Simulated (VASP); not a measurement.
# Si4BN3 (I-42m) in VASP: single point with PBE

Aim: the single point of Si4BN3 with PBE.

Everything below comes from runs of VASP 6.6.1. Logs are shortened: lines on timing, memory, paths and dates and some standing lists are left out, and cuts for length are marked.

### Step 1. The cell of the first run

The structure is tetragonal, space group I-42m (No. 121). Conventional cell: a = 4.361 Å, b = 4.361 Å, c = 8.764 Å, α = 90.00°, β = 90.00°, γ = 90.00°. Si (site symmetry m) has 3 N at 1.88 Å and 1 B at 1.93 Å within 2.5 Å. Within 2.6 Å of B (site symmetry -42m) lie 4 Si at 1.93 Å. N (site symmetry -4) has 4 Si at 1.88 Å within 2.5 Å. N (site symmetry -42m) has 4 Si at 1.88 Å within 2.5 Å.

### Step 2. Single point, PBE, collinear spin, ferromagnetic start

File INCAR:

```
PREC = Accurate
ENCUT = 520
EDIFF = 1E-7
ISMEAR = 0
SIGMA = 0.1
LREAL = False
LASPH = True
NELM = 150
ALGO = Normal
ISIF = 2
LWAVE = False
LCHARG = False
ISPIN = 2
MAGMOM = 0 0 0 0 0 1 1 1
LORBIT = 11
GGA = PE
NBANDS = 31
```

File KPOINTS:

```
regular mesh
0
Gamma
  6 6 6
```

File POSCAR:

```
Si4BN3
1.0
   -2.1807035853      2.1807035853      4.3821297612
    2.1807035853     -2.1807035853      4.3821297612
    2.1807035853      2.1807035853     -4.3821297612
Si B N
4 1 3
Direct
    0.3823572587      0.8734917851      0.0000000000
    0.8734917851      0.3823572587      0.0000000000
    0.1265082149      0.1265082149      0.5088654736
    0.6176427413      0.6176427413      0.4911345264
    0.0000000000      0.0000000000      0.0000000000
    0.7500000000      0.2500000000      0.5000000000
    0.2500000000      0.7500000000      0.5000000000
    0.5000000000      0.5000000000      0.0000000000
```

Potentials or basis: VASP PAW PBE potentials, release 64 (Si, B, N).

Started as:

```
cat potpaw_PBE.64/Si/POTCAR potpaw_PBE.64/B/POTCAR potpaw_PBE.64/N/POTCAR > POTCAR
mpirun -np 1 vasp_std > vasp.out
```

OUTCAR:

```text
PREC = Accurate
   ENCUT = 520
   EDIFF = 1E-7
   ISMEAR = 0
   LREAL = False
   LASPH = True
   NELM = 150
   ISIF = 2
   ISPIN = 2
   LORBIT = 11
   GGA = PE

 ion  position               nearest neighbor table
   1  0.382  0.873  0.000-   6 1.88   7 1.88   8 1.88   5 1.93   2 3.03   3 3.06   3 3.06   4 3.06
                             4 3.06   2 3.08   2 3.08   4 3.10   3 3.10   2 3.14
   2  0.873  0.382  0.000-   7 1.88   6 1.88   8 1.88   5 1.93   1 3.03   3 3.06   4 3.06   4 3.06
                             3 3.06   1 3.08   1 3.08   4 3.10   3 3.10   1 3.14
   3  0.127  0.127  0.509-   6 1.88   7 1.88   8 1.88   5 1.93   4 3.03   1 3.06   2 3.06   2 3.06
                             1 3.06   4 3.08   4 3.08   1 3.10   2 3.10   4 3.14
   4  0.618  0.618  0.491-   6 1.88   7 1.88   8 1.88   5 1.93   3 3.03   2 3.06   1 3.06   1 3.06
                             2 3.06   3 3.08   3 3.08   1 3.10   2 3.10   3 3.14
   5  0.000  0.000  0.000-   3 1.93   1 1.93   2 1.93   4 1.93
   6  0.750  0.250  0.500-   1 1.88   3 1.88   4 1.88   2 1.88
   7  0.250  0.750  0.500-   2 1.88   3 1.88   4 1.88   1 1.88
   8  0.500  0.500  0.000-   4 1.88   2 1.88   3 1.88   1 1.88

  LATTYP: Found a body centered tetragonal cell.
 ALAT       =     4.3614071706
 C/A-ratio  =     2.0095027085

  Lattice vectors:

 A1 = (  -2.1807035853,   2.1807035853,   4.3821297612)
 A2 = (   2.1807035853,  -2.1807035853,   4.3821297612)
 A3 = (   2.1807035853,   2.1807035853,  -4.3821297612)

Analysis of symmetry for initial positions (statically):
=====================================================================
 Subroutine PRICEL returns:
 Original cell was already a primitive cell.

 Routine SETGRP: Setting up the symmetry group for a
 body centered tetragonal supercell.

 Subroutine GETGRP returns: Found  8 space group operations
 (whereof  8 operations were pure point group operations)
 out of a pool of 16 trial point group operations.

The static configuration has the point symmetry D_2d.

Analysis of symmetry for dynamics (positions and initial velocities):
=====================================================================
 Subroutine PRICEL returns:
 Original cell was already a primitive cell.

 Routine SETGRP: Setting up the symmetry group for a
 body centered tetragonal supercell.

 Subroutine GETGRP returns: Found  8 space group operations
 (whereof  8 operations were pure point group operations)
 out of a pool of 16 trial point group operations.

The dynamic configuration has the point symmetry D_2d.

Analysis of structural, dynamic, and magnetic symmetry:
=====================================================================
 Subroutine PRICEL returns:
 Original cell was already a primitive cell.

 Routine SETGRP: Setting up the symmetry group for a
 body centered tetragonal supercell.

 Subroutine GETGRP returns: Found  8 space group operations
 (whereof  8 operations were pure point group operations)
[... 168 lines left out ...]
 fundamental gap:      0.0174988114
 Fermi energy:        11.0420066717

 spin component 1

 k-point     1 :       0.0000    0.0000    0.0000
  band No.  band energies     occupation
      1      -9.8825      1.00000
      2      -7.2368      1.00000
      3      -7.2215      1.00000
      4      -0.6489      1.00000
      5       0.0692      1.00000
      6       0.0692      1.00000
[... 757 lines left out ...]
     28      17.9113      0.00000
     29      18.3278      0.00000

 [... further k-points ...]

 spin component 2

 k-point     1 :       0.0000    0.0000    0.0000
  band No.  band energies     occupation
      1      -9.8825      1.00000
      2      -7.2368      1.00000
      3      -7.2215      1.00000
      4      -0.6489      1.00000
      5       0.0692      1.00000
      6       0.0692      1.00000
[... 757 lines left out ...]
     28      17.9113      0.00000
     29      18.3278      0.00000

 [... further k-points ...]

 [bands above 29 left out]

------------------------ aborting loop because EDIFF is reached ----------------------------------------

  FORCE on cell =-STRESS in cart. coord.  units (eV):
  Direction    XX          YY          ZZ          XY          YZ          ZX
  --------------------------------------------------------------------------------------
  -------------------------------------------------------------------------------------
  Total       -0.1261341     -0.1261341     -0.8811516      0.0000000      0.0000000      0.0000000
  in kB       -2.4244017     -2.4244017    -16.9364623      0.0000000      0.0000000      0.0000000
  external PRESSURE =      -7.2617552 kB  Pullay stress =       0.0000000 kB

 VOLUME and BASIS-vectors are now :
 -----------------------------------------------------------------------------
  energy-cutoff  :      520.00
  volume of cell :       83.36
      direct lattice vectors                 reciprocal lattice vectors
    -2.180703585  2.180703585  4.382129761     0.000000000  0.229283798  0.114099770
     2.180703585 -2.180703585  4.382129761     0.229283798  0.000000000  0.114099770
     2.180703585  2.180703585 -4.382129761     0.229283798  0.229283798  0.000000000

 POSITION                                       TOTAL-FORCE (eV/Angst)
 -----------------------------------------------------------------------------------
      1.07102     -1.07102      5.50329        -0.016332      0.016332      0.056988
     -1.07102      1.07102      5.50329         0.016332     -0.016332      0.056988
      1.10968      1.10968     -1.12116         0.016332      0.016332     -0.056988
      1.07102      1.07102      3.26097        -0.016332     -0.016332     -0.056988
      0.00000      0.00000      0.00000         0.000000      0.000000      0.000000
      0.00000      2.18070      2.19106         0.000000      0.000000     -0.000000
      2.18070      0.00000      2.19106         0.000000     -0.000000     -0.000000
      0.00000      0.00000      4.38213         0.000000      0.000000     -0.000000
 -----------------------------------------------------------------------------------
    total drift:                               -0.000002     -0.000002     -0.000001

  FREE ENERGIE OF THE ION-ELECTRON SYSTEM (eV)
  ---------------------------------------------------
  free  energy   TOTEN  =       -55.2387952139 eV

  energy  without entropy=      -55.2231783218  energy(sigma->0) =      -55.23098677

 total charge

# of ion       s       p       d       tot
------------------------------------------
    1        0.700   0.868   0.000   1.569
    2        0.700   0.868   0.000   1.569
    3        0.700   0.868   0.000   1.569
    4        0.700   0.868   0.000   1.569
    5        0.702   1.435   0.000   2.137
    6        1.257   2.563   0.000   3.820
    7        1.257   2.563   0.000   3.820
    8        1.259   2.552   0.000   3.811
--------------------------------------------------
tot          7.277  12.586   0.000  19.863

 magnetization (x)

# of ion       s       p       d       tot
------------------------------------------
    1       -0.000  -0.000   0.000  -0.000
    2       -0.000  -0.000   0.000  -0.000
    3       -0.000  -0.000   0.000  -0.000
    4       -0.000  -0.000   0.000  -0.000
    5        0.000  -0.000   0.000  -0.000
    6       -0.000  -0.000   0.000  -0.000
    7       -0.000  -0.000   0.000  -0.000
    8       -0.000  -0.000   0.000  -0.000
--------------------------------------------------
tot         -0.000  -0.000   0.000  -0.000
```

Wall time 98 s (1 thread of Intel Xeon 6975P-C (Granite Rapids), shared host); peak memory 0.34 GiB.

What came out:

```yaml
Free_energy: -55.2388 eV
Pressure: -0.7 GPa
Largest_force: 0.061 eV/Å
Band_gap_on_the_k_mesh: zero (filled and empty bands overlap)
Net_moment: 0.00 μB per cell
Valence_electrons_inside_the_program's_atomic_spheres: Si 1.57; B 2.14; N 3.82, 3.81 (each value once)
```

Forces on the atoms (eV/Å):
```
Si  -0.016  0.016  0.057
Si   0.016 -0.016  0.057
Si   0.016  0.016 -0.057
Si  -0.016 -0.016 -0.057
B    0.000  0.000  0.000
N    0.000  0.000  0.000
N    0.000  0.000  0.000
N    0.000  0.000  0.000
```

Stress tensor (GPa, compression positive):
```
-0.24  0.00  0.00
 0.00 -0.24  0.00
 0.00  0.00 -1.69
```
